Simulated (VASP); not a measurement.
**La: single point with PBE**

La:

```
CELL_PARAMETERS angstrom
-2.10958 2.10958 2.10958
2.10958 -2.10958 2.10958
2.10958 2.10958 -2.10958
ATOMIC_POSITIONS crystal
La 0.00000 0.00000 0.00000
```

This cell differs from its parent crystal: volume scaled by 0.98.

| Item | Value |
| --- | --- |
| Program | VASP 6.6.1 |
| Task | single point |
| Functional | PBE |
| Potentials or basis | VASP PAW PBE potentials, release 64 (La) |
| Cutoff | 520 eV |
| k mesh | 9 × 9 × 9 |
| Occupations | fermi-dirac, width 0.05 eV |
| Spin | no spin polarisation |

* Pressure: 0.0 GPa

Levels at points of the mesh, in eV from the Fermi level:
```csv
k point,band 3,band 4,band 5,band 6,band 7,band 8
"(0.00, 0.00, 0.00)",-15.91,-15.91,-3.18,1.48,1.48,1.50
```

Wall time 42 s on 1 thread of Intel(R) Xeon(R) Platinum 8488C (Sapphire Rapids), with other jobs on the host, peak memory 0.17 GiB.

Caveat: spin-orbit coupling is left out, which moves the levels of the heavy elements.
